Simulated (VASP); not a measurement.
# Co (P1) in VASP: single point with r2SCAN

Aim: the single point of Co with r2SCAN.

Everything below comes from runs of VASP 6.6.1. Logs are shortened: lines on timing, memory, paths and dates and some standing lists are left out, and cuts for length are marked.

## Step 1: The cell of the first run

The typed cell holds 16 atoms: a = 7.080 Å, b = 7.080 Å, c = 3.540 Å, α = 90.00°, β = 90.00°, γ = 90.00°.

## Step 2: Single point, r2SCAN, collinear spin, antiferromagnetic start

Contents of POSCAR:

```
Co
1.0
    7.0800000000      0.0000000000      0.0000000000
    0.0000000000      7.0800000000      0.0000000000
    0.0000000000      0.0000000000      3.5400000000
Co
16
Direct
    0.9982625000      0.9983090000      0.9781120000
    0.9845662000      0.2568853000      0.4936977000
    0.2515060000      0.0053173000      0.4845372000
    0.2441614000      0.2464577000      0.0055138000
    0.0001967000      0.5057869000      0.9847400000
    0.0022288000      0.7476105000      0.5036521000
    0.2423512000      0.5125136000      0.4980368000
    0.2545057000      0.7490856000      0.9813201000
    0.4956510000      0.0041656000      0.0201228000
    0.4976019000      0.2486932000      0.4754453000
    0.7443665000      0.9974461000      0.4918019000
    0.7339060000      0.2457916000      0.9932277000
    0.5045364000      0.4939289000      0.9945362000
    0.4980636000      0.7561290000      0.5001863000
    0.7506988000      0.5040678000      0.5105004000
    0.7492262000      0.7604413000      0.0017376000
```

Contents of INCAR.step1:

```
  PREC = Accurate
  ENCUT = 600
  ISMEAR = -1
  SIGMA = 0.1
  LREAL = False
  LASPH = True
  NELM = 300
  ISPIN = 2
  MAGMOM = 1.8 -1.8 1.8 -1.8 1.8 -1.8 1.8 -1.8 1.8 -1.8 1.8 -1.8 1.8 -1.8 1.8 -1.8
  LMAXMIX = 4
  NBANDS = 90
  ISYM = 0
  GGA = PE
  ALGO = All
  EDIFF = 1E-5
  LWAVE = True
  LCHARG = False
  GGA_COMPAT = False
  ISEARCH = 1
```

Contents of INCAR.step2:

```
  PREC = Accurate
  ENCUT = 600
  EDIFF = 1E-6
  ISMEAR = -1
  SIGMA = 0.1
  LREAL = False
  LASPH = True
  NELM = 300
  ALGO = All
  ISIF = 2
  LWAVE = False
  LCHARG = False
  ISPIN = 2
  MAGMOM = 1.8 -1.8 1.8 -1.8 1.8 -1.8 1.8 -1.8 1.8 -1.8 1.8 -1.8 1.8 -1.8 1.8 -1.8
  LORBIT = 11
  LMAXMIX = 4
  METAGGA = R2SCAN
  LMIXTAU = True
  NBANDS = 90
  ISYM = 0
  ISTART = 1
  GGA_COMPAT = False
  ISEARCH = 1
```

Contents of KPOINTS:

```
regular mesh
0
Gamma
  1 1 1
```

Potentials or basis: VASP PAW PBE potentials, release 64 (Co).

On the command line:

```console
$ cat potpaw_PBE.64/Co/POTCAR > POTCAR
$ cp INCAR.step1 INCAR
$ mpirun -np 4 vasp_gam > vasp.out
$ cp INCAR.step2 INCAR
$ mpirun -np 4 vasp_gam > vasp.out
```

OUTCAR:

```text
PREC = Accurate
   ENCUT = 600
   EDIFF = 1E-6
   ISMEAR = -1
   LREAL = False
   LASPH = True
   NELM = 300
   ISIF = 2
   ISPIN = 2
   LORBIT = 11
   METAGGA = R2SCAN
   ISYM = 0
   ISTART = 1

 ion  position               nearest neighbor table
   1  0.998  0.998  0.978-  16 2.44   6 2.44   4 2.48  11 2.49   3 2.50   2 2.51   8 2.53   3 2.54
                            11 2.56  12 2.56   6 2.57   2 2.59
   2  0.985  0.257  0.494-  15 2.41   5 2.48  11 2.50  12 2.51  12 2.51   1 2.51   5 2.52   4 2.52
                             7 2.57   4 2.58   1 2.59   3 2.60
   3  0.252  0.005  0.485-   9 2.39   4 2.41  10 2.45  14 2.48   1 2.50   4 2.51   8 2.53   1 2.54
                             6 2.54   8 2.54   9 2.57   2 2.60
   4  0.244  0.246  0.006-   3 2.41  10 2.45   9 2.47   1 2.48   3 2.51   5 2.52   2 2.52  13 2.54
                             7 2.57   2 2.58  10 2.60   7 2.60
   5  0.000  0.506  0.985-   6 2.41   7 2.43  15 2.44   2 2.48   8 2.49   7 2.50   6 2.51   4 2.52
                             2 2.52  16 2.53  15 2.57  12 2.64
   6  0.002  0.748  0.504-   7 2.38   5 2.41   1 2.44   8 2.46  15 2.48   5 2.51  16 2.52  16 2.52
                             3 2.54  11 2.54   8 2.57   1 2.57
   7  0.242  0.513  0.498-   6 2.38   8 2.40   5 2.43   8 2.48   5 2.50  14 2.50  13 2.56   4 2.57
                             2 2.57  13 2.58  10 2.60   4 2.60
   8  0.255  0.749  0.981-   7 2.40  14 2.42   6 2.46   7 2.48   9 2.49   5 2.49  14 2.52   3 2.53
                            13 2.53   1 2.53   3 2.54   6 2.57
   9  0.496  0.004  0.020-  10 2.37   3 2.39  12 2.40  11 2.43  14 2.44   4 2.47   8 2.49  16 2.49
                            14 2.54   3 2.57  11 2.57  10 2.59
  10  0.498  0.249  0.475-   9 2.37  12 2.39  13 2.43   4 2.45   3 2.45  12 2.48  11 2.49  13 2.53
                            15 2.55   9 2.59   4 2.60   7 2.60
  11  0.744  0.997  0.492-  16 2.41   9 2.43  14 2.44  16 2.46   1 2.49  12 2.49  10 2.49  12 2.50
                             2 2.50   6 2.54   1 2.56   9 2.57
  12  0.734  0.246  0.993-  10 2.39  13 2.39   9 2.40  10 2.48  11 2.49  11 2.50  15 2.51   2 2.51
                             2 2.51   1 2.56  15 2.59   5 2.64
  13  0.505  0.494  0.995-  12 2.39  10 2.43  15 2.45  15 2.53  10 2.53   8 2.53   4 2.54  14 2.55
                             7 2.56  16 2.56   7 2.58  14 2.58
  14  0.498  0.756  0.500-   8 2.42  11 2.44   9 2.44   3 2.48   7 2.50  16 2.51  16 2.51   8 2.52
                            15 2.53   9 2.54  13 2.55  13 2.58
  15  0.751  0.504  0.511-   2 2.41   5 2.44  13 2.45   6 2.48  12 2.51  16 2.51  13 2.53  14 2.53
                            10 2.55  16 2.56   5 2.57  12 2.59
  16  0.749  0.760  0.002-  11 2.41   1 2.44  11 2.46   9 2.49  14 2.51  14 2.51  15 2.51   6 2.52
                             6 2.52   5 2.53  15 2.56  13 2.56

IMPORTANT INFORMATION: All symmetrisations will be switched off!
NOSYMM: (Re-)initialisation of all symmetry stuff for point group C_1.

----------------------------------------------------------------------------------------

                                     Primitive cell

  volume of cell :     177.4475

  direct lattice vectors                    reciprocal lattice vectors
     7.080000000  0.000000000  0.000000000     0.141242938  0.000000000  0.000000000
     0.000000000  7.080000000  0.000000000     0.000000000  0.141242938  0.000000000
     0.000000000  0.000000000  3.540000000     0.000000000  0.000000000  0.282485876

  length of vectors
     7.080000000  7.080000000  3.540000000     0.141242938  0.141242938  0.282485876

  position of ions in fractional coordinates (direct lattice)
     0.998262500  0.998309000  0.978112000
     0.984566200  0.256885300  0.493697700
     0.251506000  0.005317300  0.484537200
     0.244161400  0.246457700  0.005513800
     0.000196700  0.505786900  0.984740000
     0.002228800  0.747610500  0.503652100
[... 8 lines left out ...]
     0.750698800  0.504067800  0.510500400
     0.749226200  0.760441300  0.001737600

  ion indices of the primitive-cell ions
   primitive index   ion index
                 1           1
                 2           2
                 3           3
                 4           4
                 5           5
                 6           6
[... 8 lines left out ...]
                15          15
                16          16

----------------------------------------------------------------------------------------

 KPOINTS: regular mesh

Automatic generation of k-mesh.
 Grid dimensions read from file:
 generate k-points for:    1    1    1

 Generating k-lattice:

  Cartesian coordinates                     Fractional coordinates (reciprocal lattice)
     0.141242938  0.000000000  0.000000000     1.000000000  0.000000000  0.000000000
     0.000000000  0.141242938  0.000000000     0.000000000  1.000000000  0.000000000
     0.000000000  0.000000000  0.282485876     0.000000000  0.000000000  1.000000000

  Length of vectors
     0.141242938  0.141242938  0.282485876

  Shift w.r.t. Gamma in fractional coordinates (k-lattice)
     0.000000000  0.000000000  0.000000000

 Subroutine IBZKPT returns following result:
 ===========================================

 Found      1 irreducible k-points:

 Following reciprocal coordinates:
            Coordinates               Weight
  0.000000  0.000000  0.000000      1.000000
   k-points           NKPTS =      1   k-points in BZ     NKDIM =      1   number of bands    NBANDS=     92
   number of dos      NEDOS =    301   number of ions     NIONS =     16
   total plane-waves  NPLWV = 100800
   dimension x,y,z NGX =    60 NGY =   60 NGZ =   28
   dimension x,y,z NGXF=   120 NGYF=  120 NGZF=   56
   ions per type =              16
   NGX,Y,Z   is equivalent  to a cutoff of  14.09, 14.09, 13.15 a.u.
   NGXF,Y,Z  is equivalent  to a cutoff of  28.18, 28.18, 26.30 a.u.
 SYSTEM =  unknown system
   PREC   = accura    normal or accurate (medium, high low for compatibility)
   ISTART =      1    job   : 0-new  1-cont  2-samecut
   ICHARG =      0    charge: 1-file 2-atom 10-const
   ISPIN  =      2    spin polarized calculation?
   LNONCOLLINEAR =      F non collinear calculations
   LSORBIT =      F    spin-orbit coupling
   LASPH  =      T    aspherical Exc in radial PAW
   ENCUT  =  600.0 eV  44.10 Ry    6.64 a.u.  14.14 14.14  7.07*2*pi/ulx,y,z
   NELM   =    300;   NELMIN=  2; NELMDL=  0     # of ELM steps
   EDIFF  = 0.1E-05   stopping-criterion for ELM
   LREAL  =      F    real-space projection
   EDIFFG = 0.1E-04   stopping-criterion for IOM
   NSW    =      0    number of steps for IOM
   IBRION =     -1    ionic relax: 0-MD 1-quasi-New 2-CG
   NFREE  =      0    steps in history (QN), initial steepest desc. (CG)
   ISIF   =      2    stress and relaxation
   ISYM   =      0    0-nonsym 1-usesym 2-fastsym
   POTIM  = 0.5000    time-step for ionic-motion
   TEBEG  =    0.0;   TEEND  =   0.0 temperature during run
   PSTRESS=    0.0 pullay stress
   NELECT =     144.0000    total number of electrons
   NUPDOWN=      -1.0000    fix difference up-down
   EMIN   =  10.00;   EMAX   =-10.00  energy-range for DOS
   EFERMI =   0.00;   METHOD = LEGACY
   ISMEAR =    -1;   SIGMA  =   0.10  broadening in eV -4-tet -1-fermi 0-gaus
   EFERMI_NEDOS =   21; number of points for ismear=-14 and -15
   IALGO  =     58    algorithm
   IMIX   =      4    mixing-type and parameters
     AMIX     =   0.40;   BMIX     =  1.00
     AMIX_MAG =   1.60;   BMIX_MAG =  1.00
  volume/ion in A,a.u.               =      11.09        74.84
  Fermi-wavevector in a.u.,A,eV,Ry     =   1.527000  2.885612 31.725104  2.331729
  Thomas-Fermi vector in A             =   2.634956
   LORBIT       =     11    0 simple, 1 ext, 2 COOP (PROOUT), +10 PAW based schemes
   METAGGA = R2SCAN    functional components
   LHFCALC =     F    Hartree Fock is set to
   AEXX    =    0.0000 exact exchange contribution
   IVDW    =     0    specifies the selected vdW correction
   LEPSILON=     F    determine dielectric tensor
   LRPA    =     F    only Hartree local field effects (RPA)
 spin polarized calculation
  energy-cutoff  :      600.00
  volume of cell :      177.45
 maximum number of plane-waves:      2918
 NGX is ok and might be reduce to    60
   NGX = 29   NGY = 29   NGZ = 15

 number of electron     144.0000009 magnetization       0.0119413

 number of electron     144.0000009 magnetization      -0.0061937

 Free energy of the ion-electron system (eV)
  ---------------------------------------------------
  ext. energy  EPLUGINS =         0.00000000
  ---------------------------------------------------
  free energy    TOTEN  =      -214.13443140 eV

  energy without entropy =     -213.99929041  energy(sigma->0) =     -214.06686091

 E-fermi :  10.6626     XC(G=0): -14.3677

 val. band max:       10.3026904398   @ k =   0.0000   0.0000   0.0000
 cond. band min:      11.0097392963   @ k =   0.0000   0.0000   0.0000
 fundamental gap:      0.7070488566
 Fermi energy:        10.6626115572

 spin component 1

 k-point     1 :       0.0000    0.0000    0.0000
  band No.  band energies     occupation
      1       0.6154      1.00000
      2       3.4934      1.00000
      3       3.5748      1.00000
      4       3.6170      1.00000
      5       3.7316      1.00000
      6       4.7928      1.00000
[... 76 lines left out ...]
     83      11.7413      0.00002
     84      11.7987      0.00001
 Fermi energy:        10.6626115572

 spin component 2

 k-point     1 :       0.0000    0.0000    0.0000
  band No.  band energies     occupation
      1       0.6176      1.00000
      2       3.4893      1.00000
      3       3.5837      1.00000
      4       3.6140      1.00000
      5       3.7371      1.00000
      6       4.8078      1.00000
[... 76 lines left out ...]
     83      11.7235      0.00002
     84      11.7921      0.00001
 [bands above 84 left out]

------------------------ aborting loop because EDIFF is reached ----------------------------------------

  FORCE on cell =-STRESS in cart. coord.  units (eV):
  Direction    XX          YY          ZZ          XY          YZ          ZX
  --------------------------------------------------------------------------------------
  -------------------------------------------------------------------------------------
  Total        3.0983930      9.9570957    -40.1732605     -0.2578614      0.1870629     -0.2882007
  in kB       27.9754644     89.9028557   -362.7253314     -2.3282364      1.6889955     -2.6021707
  external PRESSURE =     -81.6156705 kB  Pullay stress =       0.0000000 kB

 VOLUME and BASIS-vectors are now :
 -----------------------------------------------------------------------------
  energy-cutoff  :      600.00
  volume of cell :      177.45
      direct lattice vectors                 reciprocal lattice vectors
     7.080000000  0.000000000  0.000000000     0.141242938  0.000000000  0.000000000
     0.000000000  7.080000000  0.000000000     0.000000000  0.141242938  0.000000000
     0.000000000  0.000000000  3.540000000     0.000000000  0.000000000  0.282485876

 POSITION                                       TOTAL-FORCE (eV/Angst)
 -----------------------------------------------------------------------------------
      7.06770      7.06803      3.46252         0.139679      0.936119      0.230103
      6.97073      1.81875      1.74769         0.190729     -1.200210      0.079015
      1.78066      0.03765      1.71526        -0.408169      1.066508      0.394539
      1.72866      1.74492      0.01952        -0.055699     -0.632352     -0.455286
      0.00139      3.58097      3.48598        -0.546091      0.719687      0.298967
      0.01578      5.29308      1.78293        -0.139058     -0.283774     -0.427370
[... 8 lines left out ...]
      5.31495      3.56880      1.80717        -0.301317      0.849513     -0.358222
      5.30452      5.38392      0.00615        -0.162847     -1.252583     -0.101643
 -----------------------------------------------------------------------------------
    total drift:                               -0.002046      0.001051      0.001269

  FREE ENERGIE OF THE ION-ELECTRON SYSTEM (eV)
  ---------------------------------------------------
  free  energy   TOTEN  =      -214.1344314028 eV

  energy  without entropy=     -213.9992924147  energy(sigma->0) =     -214.06686191

 total charge

# of ion       s       p       d       tot
------------------------------------------
    1        0.523   0.403   7.342   8.268
    2        0.520   0.395   7.357   8.272
    3        0.531   0.417   7.358   8.306
    4        0.529   0.409   7.303   8.241
    5        0.528   0.420   7.365   8.313
    6        0.534   0.432   7.344   8.309
[... 8 lines left out ...]
   15        0.531   0.421   7.318   8.271
   16        0.527   0.409   7.371   8.308
--------------------------------------------------
tot          8.485   6.711 117.584 132.781

 magnetization (x)

# of ion       s       p       d       tot
------------------------------------------
    1       -0.027  -0.003  -1.696  -1.726
    2       -0.015   0.004  -1.678  -1.689
    3       -0.014   0.015  -1.706  -1.705
    4       -0.025  -0.002  -1.766  -1.792
    5        0.013  -0.009   1.695   1.699
    6        0.024  -0.001   1.733   1.756
[... 8 lines left out ...]
   15        0.027   0.001   1.747   1.774
   16        0.016  -0.004   1.589   1.600
--------------------------------------------------
tot          0.003   0.003  -0.011  -0.004
```

Run time: 9.3 min. Hardware: 4 MPI ranks of Intel Xeon 6975P-C (Granite Rapids), shared host; peak memory 0.2 GiB.

What came out:

| Item | Value |
| --- | --- |
| Free energy | -214.1344 eV |
| Pressure | -8.2 GPa |
| Largest force | 1.360 eV/Å |
| Net moment | -0.01 μB per cell |
| Site moments | Co -1.73, -1.69, -1.71, -1.79, +1.70, +1.76, +1.82, +1.69, -1.74, -1.70, -1.62, -1.78, +1.72, +1.77, +1.60 (each value once) μB |
| Valence electrons inside the program's atomic spheres | Co 8.27, 8.31, 8.24, 8.26, 8.32, 8.36, 8.34, 8.33, 8.30, 8.29 (each value once) |

Forces in eV/Å, atoms in the order of the input:
```
Co   0.140  0.936  0.230
Co   0.191 -1.200  0.079
Co  -0.408  1.067  0.395
Co  -0.056 -0.632 -0.455
Co  -0.546  0.720  0.299
Co  -0.139 -0.284 -0.427
Co   0.442  0.290 -0.263
Co  -0.019 -1.105  0.492
Co  -0.143  0.534 -0.801
Co   0.111 -0.506  0.674
Co   0.243  0.955  0.298
Co   0.832 -0.700 -0.062
Co  -0.222  1.335  0.138
Co   0.038 -1.007 -0.136
Co  -0.301  0.850 -0.358
Co  -0.163 -1.253 -0.102
```

Stress tensor (GPa, compression positive):
```
  2.80  -0.23  -0.26
 -0.23   8.99   0.17
 -0.26   0.17 -36.27
```

Caveat: the k points lie up to 1.77 Å⁻¹ apart, too coarse for converged energies, forces and pressures; the antiferromagnetic order is the one typed at the start, and another may lie lower; the PAW data sets were made with another functional, which shifts forces and pressure a little.
